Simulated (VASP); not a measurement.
# Ag (P3m1) in VASP: single point with PBEsol

Aim: the single point of Ag with PBEsol.

Program: VASP 6.6.1. These are calculated values, not measurements. Logs are shortened: lines on timing, memory, paths and dates and some standing lists are left out, and cuts for length are marked.

**1. The cell of the first run**

It takes space group P3m1 (No. 156, trigonal). Conventional cell: a = 2.871 Å, b = 2.871 Å, c = 20.676 Å, α = 90.00°, β = 90.00°, γ = 120.00°. Within 3.8 Å of Ag (site symmetry 3m) lie 9 Ag at 2.86 to 2.87 Å. Ag (site symmetry 3m) has 12 Ag at 2.86 to 2.87 Å within 3.8 Å. Within 3.8 Å of Ag (site symmetry 3m) lie 12 Ag at 2.86 to 2.87 Å. Within 3.8 Å of Ag (site symmetry 3m) lie 12 Ag at 2.86 to 2.87 Å. Ag (site symmetry 3m) has 12 Ag at 2.86 to 2.87 Å within 3.8 Å. Ag (site symmetry 3m) has 9 Ag at 2.86 to 2.87 Å within 3.8 Å. Ag (site symmetry 3m) has 12 Ag at 2.86 to 2.87 Å within 3.8 Å. Within 3.8 Å of Ag (site symmetry 3m) lie 12 Ag at 2.86 to 2.87 Å.

**2. Single point, PBEsol (the distance across one plane changed)**

File INCAR:

```
  ALGO = Fast
  EDIFF = 1E-6
  ENCUT = 520
  GGA = PS
  ISIF = 2
  ISMEAR = 0
  LASPH = True
  LCHARG = True
  LELF = True
  LREAL = False
  LVHAR = True
  LWAVE = False
  NBANDS = 54
  NELM = 100
  PREC = Accurate
  SIGMA = 0.15
```

File KPOINTS:

```
k-points
0
Gamma
  19 19 3
```

File POSCAR:

```
Ag
1.0
   -2.8709531720      0.0000000000      0.0000000000
   -1.4354765860     -2.4863183800      0.0000000000
    0.0000000000      0.0000000000     20.6761177600
Ag
8
Direct
    0.3333333333      0.3333333333      0.0564543776
    0.3333333333      0.3333333333      0.5080893987
    0.6666666667      0.6666666667      0.2822718882
    0.6666666667      0.6666666667      0.7339069092
    1.0000000000      1.0000000000      0.3951806434
    1.0000000000      1.0000000000      0.8468156645
    0.0000000000      0.0000000000      0.1693631329
    0.0000000000      0.0000000000      0.6209981540
```

Potentials or basis: VASP PAW PBE potentials, release 64 (Ag).

Command:

```
$ cat potpaw_PBE.64/Ag/POTCAR > POTCAR
$ mpirun -np 1 vasp_std > vasp.out
```

OUTCAR:

```text
EDIFF = 1E-6
   ENCUT = 520
   GGA = PS
   ISIF = 2
   ISMEAR = 0
   LASPH = True
   LREAL = False
   NELM = 100
   PREC = Accurate

 ion  position               nearest neighbor table
   1  0.333  0.333  0.056-   7 2.86   7 2.86   7 2.86
   2  0.333  0.333  0.508-   5 2.86   8 2.86   5 2.86   8 2.86   5 2.86   8 2.86
   3  0.667  0.667  0.282-   5 2.86   5 2.86   5 2.86   7 2.86   7 2.86   7 2.86
   4  0.667  0.667  0.734-   8 2.86   8 2.86   8 2.86   6 2.86   6 2.86   6 2.86
   5  0.000  0.000  0.395-   3 2.86   3 2.86   3 2.86   2 2.86   2 2.86   2 2.86
   6  0.000  0.000  0.847-   4 2.86   4 2.86   4 2.86
   7  0.000  0.000  0.169-   3 2.86   1 2.86   3 2.86   1 2.86   3 2.86   1 2.86
   8  0.000  0.000  0.621-   4 2.86   4 2.86   4 2.86   2 2.86   2 2.86   2 2.86

  LATTYP: Found a hexagonal cell.
 ALAT       =     2.8709531720
 C/A-ratio  =     7.2018303753

  Lattice vectors:

 A1 = (   1.4354765860,   2.4863183800,   0.0000000000)
 A2 = (  -2.8709531720,   0.0000000000,   0.0000000000)
 A3 = (   0.0000000000,   0.0000000000,  20.6761177600)

Analysis of symmetry for initial positions (statically):
=====================================================================
 Subroutine PRICEL returns:
 Original cell was already a primitive cell.

 Routine SETGRP: Setting up the symmetry group for a
 hexagonal supercell.

 Subroutine GETGRP returns: Found  6 space group operations
 (whereof  6 operations were pure point group operations)
 out of a pool of 24 trial point group operations.

The static configuration has the point symmetry C_3v.

Analysis of symmetry for dynamics (positions and initial velocities):
=====================================================================
 Subroutine PRICEL returns:
 Original cell was already a primitive cell.

 Routine SETGRP: Setting up the symmetry group for a
 hexagonal supercell.

 Subroutine GETGRP returns: Found  6 space group operations
 (whereof  6 operations were pure point group operations)
 out of a pool of 24 trial point group operations.

The dynamic configuration has the point symmetry C_3v.

 Subroutine INISYM returns: Found  6 space group operations
 (whereof  6 operations are pure point group operations),
 and found     1 'primitive' translations

----------------------------------------------------------------------------------------

                                     Primitive cell

  volume of cell :     147.5883

  direct lattice vectors                    reciprocal lattice vectors
    -2.870953172  0.000000000  0.000000000    -0.348316374  0.201100553  0.000000000
    -1.435476586 -2.486318380  0.000000000     0.000000000 -0.402201105  0.000000000
     0.000000000  0.000000000 20.676117760     0.000000000  0.000000000  0.048364979

  length of vectors
     2.870953172  2.870953172 20.676117760     0.402201105  0.402201105  0.048364979

  position of ions in fractional coordinates (direct lattice)
     0.333333333  0.333333333  0.056454378
     0.333333333  0.333333333  0.508089399
     0.666666667  0.666666667  0.282271888
     0.666666667  0.666666667  0.733906909
     0.000000000  0.000000000  0.395180643
     0.000000000  0.000000000  0.846815664
     0.000000000  0.000000000  0.169363133
     0.000000000  0.000000000  0.620998154

  ion indices of the primitive-cell ions
   primitive index   ion index
                 1           1
                 2           2
                 3           3
                 4           4
                 5           5
                 6           6
                 7           7
                 8           8

----------------------------------------------------------------------------------------

 KPOINTS: k-points

Automatic generation of k-mesh.
 Grid dimensions read from file:
 generate k-points for:   19   19    3

 Generating k-lattice:

  Cartesian coordinates                     Fractional coordinates (reciprocal lattice)
    -0.018332441  0.010584240  0.000000000     0.052631579  0.000000000  0.000000000
     0.000000000 -0.021168479  0.000000000     0.000000000  0.052631579  0.000000000
     0.000000000  0.000000000  0.016121660     0.000000000  0.000000000  0.333333333

  Length of vectors
     0.021168479  0.021168479  0.016121660

  Shift w.r.t. Gamma in fractional coordinates (k-lattice)
     0.000000000  0.000000000  0.000000000

 Subroutine IBZKPT returns following result:
 ===========================================

 Found    110 irreducible k-points:

 Following reciprocal coordinates:
            Coordinates               Weight
  0.000000  0.000000  0.000000      1.000000
  0.052632  0.000000  0.000000      6.000000
  0.105263  0.000000  0.000000      6.000000
  0.157895  0.000000  0.000000      6.000000
  0.210526  0.000000  0.000000      6.000000
  0.263158  0.000000  0.000000      6.000000
[... 16 lines left out ...]
  0.368421  0.105263  0.000000     12.000000
  0.421053  0.105263  0.000000     12.000000
 [... further k-points ...]
   k-points           NKPTS =    110   k-points in BZ     NKDIM =    110   number of bands    NBANDS=     54
   number of dos      NEDOS =    301   number of ions     NIONS =      8
   total plane-waves  NPLWV =  92160
   dimension x,y,z NGX =    24 NGY =   24 NGZ =  160
   dimension x,y,z NGXF=    48 NGYF=   48 NGZF=  320
   ions per type =               8
   NGX,Y,Z   is equivalent  to a cutoff of  13.90, 13.90, 12.86 a.u.
   NGXF,Y,Z  is equivalent  to a cutoff of  27.79, 27.79, 25.73 a.u.
 SYSTEM =  unknown system
   PREC   = accura    normal or accurate (medium, high low for compatibility)
   ISTART =      0    job   : 0-new  1-cont  2-samecut
   ICHARG =      2    charge: 1-file 2-atom 10-const
   ISPIN  =      1    spin polarized calculation?
   LNONCOLLINEAR =      F non collinear calculations
   LSORBIT =      F    spin-orbit coupling
   LASPH  =      T    aspherical Exc in radial PAW
   ENCUT  =  520.0 eV  38.22 Ry    6.18 a.u.   5.34  5.34 38.44*2*pi/ulx,y,z
   NELM   =    100;   NELMIN=  2; NELMDL= -5     # of ELM steps
   EDIFF  = 0.1E-05   stopping-criterion for ELM
   LREAL  =      F    real-space projection
   EDIFFG = 0.1E-04   stopping-criterion for IOM
   NSW    =      0    number of steps for IOM
   IBRION =     -1    ionic relax: 0-MD 1-quasi-New 2-CG
   NFREE  =      0    steps in history (QN), initial steepest desc. (CG)
   ISIF   =      2    stress and relaxation
   ISYM   =      2    0-nonsym 1-usesym 2-fastsym
   POTIM  = 0.5000    time-step for ionic-motion
   TEBEG  =    0.0;   TEEND  =   0.0 temperature during run
   PSTRESS=    0.0 pullay stress
   NELECT =      88.0000    total number of electrons
   NUPDOWN=      -1.0000    fix difference up-down
   EMIN   =  10.00;   EMAX   =-10.00  energy-range for DOS
   EFERMI =   0.00;   METHOD = LEGACY
   ISMEAR =     0;   SIGMA  =   0.15  broadening in eV -4-tet -1-fermi 0-gaus
   EFERMI_NEDOS =   21; number of points for ismear=-14 and -15
   IALGO  =     68    algorithm
   IMIX   =      4    mixing-type and parameters
     AMIX     =   0.40;   BMIX     =  1.00
     AMIX_MAG =   1.60;   BMIX_MAG =  1.00
  volume/ion in A,a.u.               =      18.45       124.50
  Fermi-wavevector in a.u.,A,eV,Ry     =   1.377902  2.603858 25.832224  1.898615
  Thomas-Fermi vector in A             =   2.503013
   LORBIT       =      0    0 simple, 1 ext, 2 COOP (PROOUT), +10 PAW based schemes
   GGA     = PS    functional components
   LHFCALC =     F    Hartree Fock is set to
   AEXX    =    0.0000 exact exchange contribution
   IVDW    =     0    specifies the selected vdW correction
   LEPSILON=     F    determine dielectric tensor
   LRPA    =     F    only Hartree local field effects (RPA)
 non-spin polarized calculation
 RMM-DIIS sequential band-by-band and
 Gauss-broadening in eV      SIGMA  =   0.15
  energy-cutoff  :      520.00
  volume of cell :      147.59
 maximum number of plane-waves:      4037
 NGX is ok and might be reduce to    24
   NGX = 11   NGY = 11   NGZ = 77

 number of electron      87.9999982 magnetization

 Free energy of the ion-electron system (eV)
  ---------------------------------------------------
  ext. energy  EPLUGINS =         0.00000000
  ---------------------------------------------------
  free energy    TOTEN  =       -25.65511502 eV

  energy without entropy =      -25.62286309  energy(sigma->0) =      -25.63898906

 E-fermi :   7.3364     XC(G=0): -11.7795

 val. band max:        7.3361596688   @ k =   0.4211   0.1579   0.3333
 cond. band min:       7.3616024484   @ k =   0.3158   0.4211   0.3333
 fundamental gap:      0.0254427796
 Fermi energy:         7.3363876838

 k-point     1 :       0.0000    0.0000    0.0000
  band No.  band energies     occupation
      1      -0.6110      2.00000
      2      -0.2857      2.00000
      3       0.1910      2.00000
      4       0.6691      2.00000
      5       0.7787      2.00000
      6       0.8066      2.00000
[... 46 lines left out ...]
     53      16.3556      0.00000
     54      20.3418      0.00000

 k-point     2 :       0.0526    0.0000    0.0000
  band No.  band energies     occupation
      1      -0.5332      2.00000
      2      -0.2099      2.00000
      3       0.2645      2.00000
      4       0.7367      2.00000
      5       0.8305      2.00000
      6       0.8623      2.00000
[... 46 lines left out ...]
     53      16.4113      0.00000
     54      20.4036      0.00000

 k-point     3 :       0.1053    0.0000    0.0000
  band No.  band energies     occupation
      1      -0.3060      2.00000
      2       0.0093      2.00000
      3       0.4737      2.00000
      4       0.9181      2.00000
      5       0.9823      2.00000
      6       1.0158      2.00000
[... 46 lines left out ...]
     53      16.5776      0.00000
     54      20.6310      0.00000
[... 1084 lines left out ...]
 k-point    23 :       0.3684    0.1053    0.0000
  band No.  band energies     occupation
      1       1.1089      2.00000
      2       1.1839      2.00000
      3       1.2666      2.00000
      4       1.2786      2.00000
      5       1.3544      2.00000
      6       1.4327      2.00000
[... 46 lines left out ...]
     53      15.0110      0.00000
     54      15.5127      0.00000

 k-point    24 :       0.4211    0.1053    0.0000
  band No.  band energies     occupation
      1       1.0454      2.00000
      2       1.0725      2.00000
      3       1.1528      2.00000
      4       1.1986      2.00000
      5       1.2344      2.00000
      6       1.3197      2.00000
[... 46 lines left out ...]
     53      14.4227      0.00000
     54      14.9773      0.00000

 [... further k-points ...]

------------------------ aborting loop because EDIFF is reached ----------------------------------------

  FORCE on cell =-STRESS in cart. coord.  units (eV):
  Direction    XX          YY          ZZ          XY          YZ          ZX
  --------------------------------------------------------------------------------------
  -------------------------------------------------------------------------------------
  Total       -1.7045741     -1.7045741     -0.5895529      0.0000000      0.0000000      0.0000000
  in kB      -18.5043834    -18.5043834     -6.4000229      0.0000000      0.0000000      0.0000000
  external PRESSURE =     -14.4695965 kB  Pullay stress =       0.0000000 kB

 VOLUME and BASIS-vectors are now :
 -----------------------------------------------------------------------------
  energy-cutoff  :      520.00
  volume of cell :      147.59
      direct lattice vectors                 reciprocal lattice vectors
    -2.870953172  0.000000000  0.000000000    -0.348316374  0.201100553  0.000000000
    -1.435476586 -2.486318380  0.000000000     0.000000000 -0.402201105  0.000000000
     0.000000000  0.000000000 20.676117760     0.000000000  0.000000000  0.048364979

 POSITION                                       TOTAL-FORCE (eV/Angst)
 -----------------------------------------------------------------------------------
     -1.43548     -0.82877      1.16726         0.000000     -0.000000     -0.111938
     -1.43548     -0.82877     10.50532         0.000000      0.000000     -0.019438
     -2.87095     -1.65755      5.83629        -0.000000     -0.000000     -0.029601
     -2.87095     -1.65755     15.17435        -0.000000     -0.000000      0.020876
      0.00000      0.00000      8.17080        -0.000000     -0.000000      0.017193
      0.00000      0.00000     17.50886        -0.000000      0.000000      0.133420
      0.00000      0.00000      3.50177         0.000000     -0.000000     -0.043725
      0.00000      0.00000     12.83983        -0.000000     -0.000000      0.033214
 -----------------------------------------------------------------------------------
    total drift:                               -0.000000     -0.000000      0.000071

  FREE ENERGIE OF THE ION-ELECTRON SYSTEM (eV)
  ---------------------------------------------------
  free  energy   TOTEN  =       -25.6551150246 eV

  energy  without entropy=      -25.6228630945  energy(sigma->0) =      -25.63898906
```

Wall time 7.2 min (1 thread of Intel Xeon 6975P-C (Granite Rapids), shared host); peak memory 0.7 GiB.

What came out:

```
Free energy            : -25.6551 eV
Pressure               : -1.4 GPa
Largest force          : 0.133 eV/Å
Band gap on the k mesh : zero (bands 44 and 45 overlap by 6.62 eV)
```

Forces on the atoms (eV/Å):
```
Ag   0.000  0.000 -0.112
Ag   0.000  0.000 -0.019
Ag   0.000  0.000 -0.030
Ag   0.000  0.000  0.021
Ag   0.000  0.000  0.017
Ag   0.000  0.000  0.133
Ag   0.000  0.000 -0.044
Ag   0.000  0.000  0.033
```

Levels at points of the mesh, in eV from the Fermi level:
| k point | band 43 | band 44 | band 45 | band 46 | band 47 | band 48 |
| --- | --- | --- | --- | --- | --- | --- |
| (0.00, 0.00, 0.00) | -3.11 | -3.05 | -3.05 | -2.97 | -2.12 | -0.51 |

Caveat: the cell differs from its parent crystal (the distance across one plane changed); the PAW data sets were made with another functional, which shifts forces and pressure a little.

The gap in the log of VASP goes by the Fermi energy; the results here count the filled bands.